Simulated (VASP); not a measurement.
Input of a VASP 6.6.1 run:

Contents of INCAR:

```
SYSTEM = Ge
ALGO = Normal
EDIFF = 1E-6
ENCUT = 520
GGA = PS
ISIF = 2
ISMEAR = 0
KPAR = 4
LASPH = .True.
LCHARG = .False.
LREAL = .False.
LWAVE = .False.
NBANDS = 66
NELM = 100
PREC = Accurate
SIGMA = 0.15
```

KPOINTS

```
k-points
0
Gamma
  12 12 4
  0 0 0
```

File POSCAR:

```
Ge
1.0
    3.7639146267      0.0000000000      0.0000000000
   -1.8819573133      3.6757706654      0.0000000000
    0.0000000000      0.0000000000     13.1450496090
Ge
8
Direct
    0.0000000000      0.0000000000      0.4068073295
    0.0000000000      0.0000000000      0.5931926705
    0.0000000000      0.0000000000      0.9068073295
    0.0000000000      0.0000000000      0.0931926705
    0.3333333333      0.6666666667      0.3441392333
    0.6666666667      0.3333333333      0.6558607667
    0.6666666667      0.3333333333      0.8441392333
    0.3333333333      0.6666666667      0.1558607667
```

Potentials or basis: VASP PAW PBE potentials, release 64 (Ge_d).

Launch:

```console
$ cat potpaw_PBE.64/Ge_d/POTCAR > POTCAR
$ mpirun -np 4 vasp_std > vasp.out
```

Task: What does it give for the pressure?

Result: 1.1 GPa.

Task: Estimate the largest force.

Result: 0.734 eV/Å.

Task: Estimate the band gap on the k mesh.

Result: Zero (bands 56 and 57 overlap by 0.37 eV).

Stress tensor (GPa, compression positive):
```
 9.32  0.00  0.00
 0.00 -6.13  0.00
 0.00  0.00  0.14
```

Caveat: the cell differs from its parent crystal (strain -0.0600 x Voigt [1, -1, 0, 0, 0, 0]); semilocal functionals underestimate gaps, so a narrow gap can read as zero; the PAW data sets were made with another functional, which shifts forces and pressure a little.
